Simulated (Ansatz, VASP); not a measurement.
# Li2TaO3 in VASP and in Ansatz

```xyz
6
Lattice="0.0000 2.2105 6.6335 2.1041 0.0000 6.6335 2.1041 2.2105 0.0000" Properties=species:S:1:pos:R:3 pbc="T T T"
Li    2.1041    2.2105    4.4339
Li    2.1041    2.2105    8.8330
Ta    0.0000    0.0000    0.0000
O     2.1041    2.2105    6.6335
O     2.1041    2.2105   11.1060
O     2.1041    2.2105    2.1610
```

Change from the starting cell: species swapped into the MgFe2O3 type (Fmmm, No. 69).

Alike in both runs: task single point; functional PBE; k mesh 6 × 6 × 6; occupations gaussian, width 0.1 eV; collinear spin.

|  | VASP | Ansatz |
| --- | --- | --- |
| version | VASP 6.6.1 | Ansatz 0.2.0 |
| potentials or method | VASP PAW PBE potentials, release 64 (Li_sv, Ta_pv, O), cutoff 520 eV | scalar-relativistic, plane waves, PAW |
| valence electrons in the cell | 35 | 37 |

|  | VASP | Ansatz | Ansatz less VASP |
| --- | --- | --- | --- |
| gap on the k mesh at the Fermi level (eV) | none | none | - |
| rms of the force components (eV/Å) | 1.478 | 1.494 | +0.0163 |
| net moment per atom (μB) | 0.00 | 0.00 | 0.000 |

Atom by atom the forces differ by 0.017 eV/Å (rms over components). A gap of «none» marks a metal or a gap that the smearing closes. VASP's potentials hold 35 valence electrons a cell and Ansatz's 37, so a difference there can come from the potentials and not from the codes. Ansatz's warnings: seeded moment not kept.

Neither program's run includes spin-orbit coupling. Noted on VASP's run: the cutoff is under 1.25 times that of the potentials, so the pressure is a little rough.
